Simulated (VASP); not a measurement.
# Te2Mo (fluorite type) (Fm-3m) in VASP: further runs

Runs on Te2Mo (fluorite type). Level: PBE. Tasks: electric field gradients.

All numbers are computed with VASP 6.6.1; they aren't measurements. Logs are shortened: lines on timing, memory, paths and dates and some standing lists are left out, and cuts for length are marked.

## 1. The cell of the first run

The structure is cubic, space group Fm-3m (No. 225). The conventional cell has a = 6.656 Å, b = 6.656 Å, c = 6.656 Å, α = 90.00°, β = 90.00°, γ = 90.00°. Within 3.8 Å of Mo (site symmetry m-3m) lie 8 Te at 2.88 Å. Te (site symmetry -43m) has 4 Mo at 2.88 Å and 6 Te at 3.33 Å within 3.8 Å.

## 2. Electric field gradients, PBE

Contents of INCAR:

```
SYSTEM = Te2Mo
PREC     = Accurate       ! precision mode
ENCUT    = 520            ! plane-wave cutoff, eV
EDIFF    = 1E-8           ! SCF threshold, eV
ISMEAR   = -1             ! smearing method
SIGMA    = 0.05           ! smearing width, eV
LREAL    = .FALSE.        ! projectors in reciprocal space
LASPH    = .TRUE.         ! aspherical terms in the spheres
NELM     = 60             ! most SCF steps
ALGO     = Normal         ! electronic algorithm
ISIF     = 2              ! what is computed and relaxed
LWAVE    = .FALSE.        ! write WAVECAR
LCHARG   = .FALSE.        ! write CHGCAR
GGA      = PE             ! functional
LEFG     = .TRUE.       
NBANDS   = 20             ! bands
```

Contents of KPOINTS:

```
Automatic mesh
0
G
  11 11 11
  0 0 0
```

Contents of POSCAR:

```
Te2Mo
1.0
    0.0000000000      3.3280778622      3.3280778622
    3.3280778622      0.0000000000      3.3280778622
    3.3280778622      3.3280778622      0.0000000000
Mo Te
1 2
Direct
    0.0000000000      0.0000000000      0.0000000000
    0.2500000000      0.2500000000      0.2500000000
    0.7500000000      0.7500000000      0.7500000000
```

Potentials or basis: VASP PAW PBE potentials, release 64 (Mo_sv, Te).

Launch:

```console
$ cat potpaw_PBE.64/Mo_sv/POTCAR potpaw_PBE.64/Te/POTCAR > POTCAR
$ mpirun -np 1 vasp_std > vasp.out
```

OUTCAR:

```text
SYSTEM = Te2Mo
   PREC = Accurate
   ENCUT = 520
   EDIFF = 1E-8
   ISMEAR = -1
   LREAL = .FALSE.
   LASPH = .TRUE.
   NELM = 60
   ISIF = 2
   GGA = PE

 ion  position               nearest neighbor table
   1  0.000  0.000  0.000-   3 2.88   3 2.88   3 2.88   2 2.88   3 2.88   2 2.88   2 2.88   2 2.88

   2  0.250  0.250  0.250-   1 2.88   1 2.88   1 2.88   1 2.88   3 3.33   3 3.33   3 3.33   3 3.33
                             3 3.33   3 3.33
   3  0.750  0.750  0.750-   1 2.88   1 2.88   1 2.88   1 2.88   2 3.33   2 3.33   2 3.33   2 3.33
                             2 3.33   2 3.33

  LATTYP: Found a face centered cubic cell.
 ALAT       =     6.6561557244

  Lattice vectors:

 A1 = (   0.0000000000,   3.3280778622,   3.3280778622)
 A2 = (   3.3280778622,   0.0000000000,   3.3280778622)
 A3 = (   3.3280778622,   3.3280778622,   0.0000000000)

Analysis of symmetry for initial positions (statically):
=====================================================================
 Subroutine PRICEL returns:
 Original cell was already a primitive cell.

 Routine SETGRP: Setting up the symmetry group for a
 face centered cubic supercell.

 Subroutine GETGRP returns: Found 48 space group operations
 (whereof 48 operations were pure point group operations)
 out of a pool of 48 trial point group operations.

The static configuration has the point symmetry O_h .

Analysis of symmetry for dynamics (positions and initial velocities):
=====================================================================
 Subroutine PRICEL returns:
 Original cell was already a primitive cell.

 Routine SETGRP: Setting up the symmetry group for a
 face centered cubic supercell.

 Subroutine GETGRP returns: Found 48 space group operations
 (whereof 48 operations were pure point group operations)
 out of a pool of 48 trial point group operations.

The dynamic configuration has the point symmetry O_h .

 Subroutine INISYM returns: Found 48 space group operations
 (whereof 48 operations are pure point group operations),
 and found     1 'primitive' translations

----------------------------------------------------------------------------------------

                                     Primitive cell

  volume of cell :      73.7243

  direct lattice vectors                    reciprocal lattice vectors
     0.000000000  3.328077862  3.328077862    -0.150236870  0.150236870  0.150236870
     3.328077862  0.000000000  3.328077862     0.150236870 -0.150236870  0.150236870
     3.328077862  3.328077862  0.000000000     0.150236870  0.150236870 -0.150236870

  length of vectors
     4.706612849  4.706612849  4.706612849     0.260217891  0.260217891  0.260217891

  position of ions in fractional coordinates (direct lattice)
     0.000000000  0.000000000  0.000000000
     0.250000000  0.250000000  0.250000000
     0.750000000  0.750000000  0.750000000

  ion indices of the primitive-cell ions
   primitive index   ion index
                 1           1
                 2           2
                 3           3

----------------------------------------------------------------------------------------

 KPOINTS: Automatic mesh

Automatic generation of k-mesh.
 Grid dimensions read from file:
 generate k-points for:   11   11   11

 Generating k-lattice:

  Cartesian coordinates                     Fractional coordinates (reciprocal lattice)
    -0.013657897  0.013657897  0.013657897     0.090909091  0.000000000  0.000000000
     0.013657897 -0.013657897  0.013657897     0.000000000  0.090909091  0.000000000
     0.013657897  0.013657897 -0.013657897     0.000000000  0.000000000  0.090909091

  Length of vectors
     0.023656172  0.023656172  0.023656172

  Shift w.r.t. Gamma in fractional coordinates (k-lattice)
     0.000000000  0.000000000  0.000000000

 Subroutine IBZKPT returns following result:
 ===========================================

 Found     56 irreducible k-points:

 Following reciprocal coordinates:
            Coordinates               Weight
  0.000000  0.000000  0.000000      1.000000
  0.090909  0.000000  0.000000      8.000000
  0.181818  0.000000  0.000000      8.000000
  0.272727  0.000000  0.000000      8.000000
  0.363636  0.000000  0.000000      8.000000
  0.454545  0.000000  0.000000      8.000000
[... 16 lines left out ...]
 -0.272727  0.181818  0.000000     24.000000
 -0.181818  0.181818  0.000000     12.000000
 [... further k-points ...]
   k-points           NKPTS =     56   k-points in BZ     NKDIM =     56   number of bands    NBANDS=     20
   number of dos      NEDOS =    301   number of ions     NIONS =      3
   total plane-waves  NPLWV =  46656
   dimension x,y,z NGX =    36 NGY =   36 NGZ =   36
   dimension x,y,z NGXF=    72 NGYF=   72 NGZF=   72
   ions per type =               1   2
   NGX,Y,Z   is equivalent  to a cutoff of  12.72, 12.72, 12.72 a.u.
   NGXF,Y,Z  is equivalent  to a cutoff of  25.43, 25.43, 25.43 a.u.
 SYSTEM =  Te2Mo
   PREC   = accura    normal or accurate (medium, high low for compatibility)
   ISTART =      0    job   : 0-new  1-cont  2-samecut
   ICHARG =      2    charge: 1-file 2-atom 10-const
   ISPIN  =      1    spin polarized calculation?
   LNONCOLLINEAR =      F non collinear calculations
   LSORBIT =      F    spin-orbit coupling
   LASPH  =      T    aspherical Exc in radial PAW
   ENCUT  =  520.0 eV  38.22 Ry    6.18 a.u.   8.75  8.75  8.75*2*pi/ulx,y,z
   NELM   =     60;   NELMIN=  2; NELMDL= -5     # of ELM steps
   EDIFF  = 0.1E-07   stopping-criterion for ELM
   LREAL  =      F    real-space projection
   EDIFFG = 0.1E-06   stopping-criterion for IOM
   NSW    =      0    number of steps for IOM
   IBRION =     -1    ionic relax: 0-MD 1-quasi-New 2-CG
   NFREE  =      0    steps in history (QN), initial steepest desc. (CG)
   ISIF   =      2    stress and relaxation
   ISYM   =      2    0-nonsym 1-usesym 2-fastsym
   POTIM  = 0.5000    time-step for ionic-motion
   TEBEG  =    0.0;   TEEND  =   0.0 temperature during run
   PSTRESS=    0.0 pullay stress
   NELECT =      26.0000    total number of electrons
   NUPDOWN=      -1.0000    fix difference up-down
   EMIN   =  10.00;   EMAX   =-10.00  energy-range for DOS
   EFERMI =   0.00;   METHOD = LEGACY
   ISMEAR =    -1;   SIGMA  =   0.05  broadening in eV -4-tet -1-fermi 0-gaus
   EFERMI_NEDOS =   21; number of points for ismear=-14 and -15
   IALGO  =     38    algorithm
   IMIX   =      4    mixing-type and parameters
     AMIX     =   0.40;   BMIX     =  1.00
     AMIX_MAG =   1.60;   BMIX_MAG =  1.00
  volume/ion in A,a.u.               =      24.57       165.84
  Fermi-wavevector in a.u.,A,eV,Ry     =   1.156634  2.185721 18.201891  1.337801
  Thomas-Fermi vector in A             =   2.293252
   LORBIT       =      0    0 simple, 1 ext, 2 COOP (PROOUT), +10 PAW based schemes
   GGA     = PE    functional components
   LHFCALC =     F    Hartree Fock is set to
   AEXX    =    0.0000 exact exchange contribution
   IVDW    =     0    specifies the selected vdW correction
   LEPSILON=     F    determine dielectric tensor
   LRPA    =     F    only Hartree local field effects (RPA)
 non-spin polarized calculation
  energy-cutoff  :      520.00
  volume of cell :       73.72
 maximum number of plane-waves:      2004
   NGX = 17   NGY = 17   NGZ = 17

 number of electron      26.0000002 magnetization

 Free energy of the ion-electron system (eV)
  ---------------------------------------------------
  ext. energy  EPLUGINS =         0.00000000
  ---------------------------------------------------
  free energy    TOTEN  =       -16.49225187 eV

  energy without entropy =      -16.45637004  energy(sigma->0) =      -16.47431095

 E-fermi :   8.6712     XC(G=0): -10.5498

 val. band max:        8.6580831422   @ k =  -0.3636   0.2727   0.0000
 cond. band min:       8.6965291715   @ k =  -0.3636   0.3636   0.0000
 fundamental gap:      0.0384460293
 Fermi energy:         8.6711952873

 k-point     1 :       0.0000    0.0000    0.0000
  band No.  band energies     occupation
      1     -51.8655      2.00000
      2     -25.9837      2.00000
      3     -25.9837      2.00000
      4     -25.9837      2.00000
      5      -4.9241      2.00000
      6      -0.3997      2.00000
[... 12 lines left out ...]
     19      12.1699      0.00000
     20      12.1699      0.00000
[... 507 lines left out ...]
 k-point    24 :      -0.1818    0.1818    0.0000
  band No.  band energies     occupation
      1     -51.8653      2.00000
      2     -25.9895      2.00000
      3     -25.9861      2.00000
      4     -25.9846      2.00000
      5      -4.2033      2.00000
      6      -1.6911      2.00000
[... 12 lines left out ...]
     19      13.7431      0.00000
     20      15.6397      0.00000

 [... further k-points ...]
[... 5 lines left out ...]
  --------------------------------------------------------------------------------------
  -------------------------------------------------------------------------------------
  Total       -0.0185639     -0.0185639     -0.0185639      0.0000000      0.0000000      0.0000000
  in kB       -0.4034317     -0.4034317     -0.4034317      0.0000000      0.0000000      0.0000000
  external PRESSURE =      -0.4034317 kB  Pullay stress =       0.0000000 kB

 VOLUME and BASIS-vectors are now :
 -----------------------------------------------------------------------------
  energy-cutoff  :      520.00
  volume of cell :       73.72
      direct lattice vectors                 reciprocal lattice vectors
     0.000000000  3.328077862  3.328077862    -0.150236870  0.150236870  0.150236870
     3.328077862  0.000000000  3.328077862     0.150236870 -0.150236870  0.150236870
     3.328077862  3.328077862  0.000000000     0.150236870  0.150236870 -0.150236870

 POSITION                                       TOTAL-FORCE (eV/Angst)
 -----------------------------------------------------------------------------------
      0.00000      0.00000      0.00000         0.000000      0.000000     -0.000000
      1.66404      1.66404      1.66404        -0.000000     -0.000000     -0.000000
      4.99212      4.99212      4.99212         0.000000      0.000000      0.000000
 -----------------------------------------------------------------------------------
    total drift:                               -0.000000      0.000000      0.000000

  FREE ENERGIE OF THE ION-ELECTRON SYSTEM (eV)
  ---------------------------------------------------
  free  energy   TOTEN  =       -16.4922518710 eV

  energy  without entropy=      -16.4563700378  energy(sigma->0) =      -16.47431095

 Electric field gradients (V/A^2)
---------------------------------------------------------------------
 ion       V_xx      V_yy      V_zz      V_xy      V_xz      V_yz
---------------------------------------------------------------------
   1       0.000     0.000    -0.000     0.001     0.001     0.001
   2      -0.000    -0.000     0.000    -0.000    -0.000    -0.000
   3      -0.000    -0.000     0.000    -0.000    -0.000    -0.000
---------------------------------------------------------------------

 Electric field gradients after diagonalization (V/A^2)
 (convention: |V_zz| > |V_xx| > |V_yy|)
----------------------------------------------------------------------
 ion       V_xx      V_yy      V_zz     asymmetry (V_yy - V_xx)/ V_zz
----------------------------------------------------------------------
   1      -0.001    -0.001     0.002       0.000
   2       0.000     0.000    -0.000       0.000
   3       0.000     0.000    -0.000       0.000
----------------------------------------------------------------------

           NMR quadrupolar parameters

 Cq : quadrupolar parameter    Cq=e*Q*V_zz/h
 eta: asymmetry parameters     (V_yy - V_xx)/ V_zz
 Q  : nuclear electric quadrupole moment in mb (millibarn)
----------------------------------------------------------------------
 ion       Cq(MHz)       eta       Q (mb)
----------------------------------------------------------------------
   1       0.000       0.000       1.000
   2      -0.000       0.000       1.000
   3      -0.000       0.000       1.000
----------------------------------------------------------------------
```

Run time: 69 s. Hardware: 1 thread of Intel Xeon Platinum 8488C (Sapphire Rapids), shared host; peak memory 0.25 GiB.

Results:

* Free energy: -16.4923 eV
* Pressure: 0.0 GPa
* Band gap on the k mesh: zero (band 13 reaches 9.12 eV, above the bottom of band 14 at 8.28 eV)

Levels at points of the mesh, in eV from the Fermi level:
```
           k point  band 11  band 12  band 13  band 14  band 15  band 16
(0.00, 0.00, 0.00)    -0.69     0.20     0.20     0.20     3.22     3.22
```

Caveat: without QUAD_EFG the Cq values of the log hold for a quadrupole moment of 1 mb, not for the nuclei; spin-orbit coupling is left out, which moves the levels of the heavy elements.

## 3. Electric field gradients, PBE

Contents of INCAR:

```
  PREC = Accurate
  ENCUT = 520
  EDIFF = 1E-8
  ISMEAR = -1
  SIGMA = 0.05
  LREAL = F
  LASPH = T
  NELM = 100
  ALGO = Normal
  ISIF = 2
  LWAVE = F
  LCHARG = F
  GGA = PE
  LEFG = T
  NBANDS = 20
```

Contents of KPOINTS:

```
Automatic mesh
0
Gamma
  11 11 11
```

POSCAR is that of step 2.

Potentials or basis: VASP PAW PBE potentials, release 64 (Mo_sv, Te).

Launch:

```console
$ cat potpaw_PBE.64/Mo_sv/POTCAR potpaw_PBE.64/Te/POTCAR > POTCAR
$ mpirun -np 1 vasp_std > vasp.out
```

OUTCAR:

```text
PREC = Accurate
   ENCUT = 520
   EDIFF = 1E-8
   ISMEAR = -1
   LREAL = F
   LASPH = T
   NELM = 100
   ISIF = 2
   GGA = PE

 ion  position               nearest neighbor table
   1  0.000  0.000  0.000-   3 2.88   3 2.88   3 2.88   2 2.88   3 2.88   2 2.88   2 2.88   2 2.88

   2  0.250  0.250  0.250-   1 2.88   1 2.88   1 2.88   1 2.88   3 3.33   3 3.33   3 3.33   3 3.33
                             3 3.33   3 3.33
   3  0.750  0.750  0.750-   1 2.88   1 2.88   1 2.88   1 2.88   2 3.33   2 3.33   2 3.33   2 3.33
                             2 3.33   2 3.33

  LATTYP: Found a face centered cubic cell.
 ALAT       =     6.6561557244

  Lattice vectors:

 A1 = (   0.0000000000,   3.3280778622,   3.3280778622)
 A2 = (   3.3280778622,   0.0000000000,   3.3280778622)
 A3 = (   3.3280778622,   3.3280778622,   0.0000000000)

Analysis of symmetry for initial positions (statically):
=====================================================================
 Subroutine PRICEL returns:
 Original cell was already a primitive cell.

[... 749 lines left out ...]

 POSITION                                       TOTAL-FORCE (eV/Angst)
 -----------------------------------------------------------------------------------
      0.00000      0.00000      0.00000         0.000000      0.000000     -0.000000
      1.66404      1.66404      1.66404        -0.000000     -0.000000     -0.000000
      4.99212      4.99212      4.99212         0.000000      0.000000      0.000000
 -----------------------------------------------------------------------------------
    total drift:                               -0.000000      0.000000      0.000000

  FREE ENERGIE OF THE ION-ELECTRON SYSTEM (eV)
  ---------------------------------------------------
  free  energy   TOTEN  =       -16.4922518710 eV

  energy  without entropy=      -16.4563700378  energy(sigma->0) =      -16.47431095

 Electric field gradients (V/A^2)
---------------------------------------------------------------------
 ion       V_xx      V_yy      V_zz      V_xy      V_xz      V_yz
---------------------------------------------------------------------
   1       0.000     0.000    -0.000     0.001     0.001     0.001
   2      -0.000    -0.000     0.000    -0.000    -0.000    -0.000
   3      -0.000    -0.000     0.000    -0.000    -0.000    -0.000
---------------------------------------------------------------------

 Electric field gradients after diagonalization (V/A^2)
 (convention: |V_zz| > |V_xx| > |V_yy|)
----------------------------------------------------------------------
 ion       V_xx      V_yy      V_zz     asymmetry (V_yy - V_xx)/ V_zz
----------------------------------------------------------------------
   1      -0.001    -0.001     0.002       0.000
   2       0.000     0.000    -0.000       0.000
   3       0.000     0.000    -0.000       0.000
----------------------------------------------------------------------

           NMR quadrupolar parameters

 Cq : quadrupolar parameter    Cq=e*Q*V_zz/h
 eta: asymmetry parameters     (V_yy - V_xx)/ V_zz
 Q  : nuclear electric quadrupole moment in mb (millibarn)
----------------------------------------------------------------------
 ion       Cq(MHz)       eta       Q (mb)
----------------------------------------------------------------------
   1       0.000       0.000       1.000
   2      -0.000       0.000       1.000
   3      -0.000       0.000       1.000
----------------------------------------------------------------------
```

Run time: 68 s. Hardware: 1 thread of Intel Xeon Platinum 8488C (Sapphire Rapids), shared host; peak memory 0.25 GiB.

What came out:

```yaml
Free_energy: -16.4923 eV
Pressure: 0.0 GPa
Band_gap_on_the_k_mesh: zero (band 13 reaches 9.12 eV, above the bottom of band 14 at 8.28 eV)
```

Levels at points of the mesh, in eV from the Fermi level:
| k point | band 9 | band 10 | band 11 | band 12 | band 13 | band 14 | band 15 | band 16 | band 17 | band 18 |
| --- | --- | --- | --- | --- | --- | --- | --- | --- | --- | --- |
| (0.00, 0.00, 0.00) | -4.89 | -0.69 | -0.69 | 0.20 | 0.20 | 0.20 | 3.22 | 3.22 | 3.22 | 3.50 |

Caveat: without QUAD_EFG the Cq values of the log hold for a quadrupole moment of 1 mb, not for the nuclei; spin-orbit coupling is left out, which moves the levels of the heavy elements.
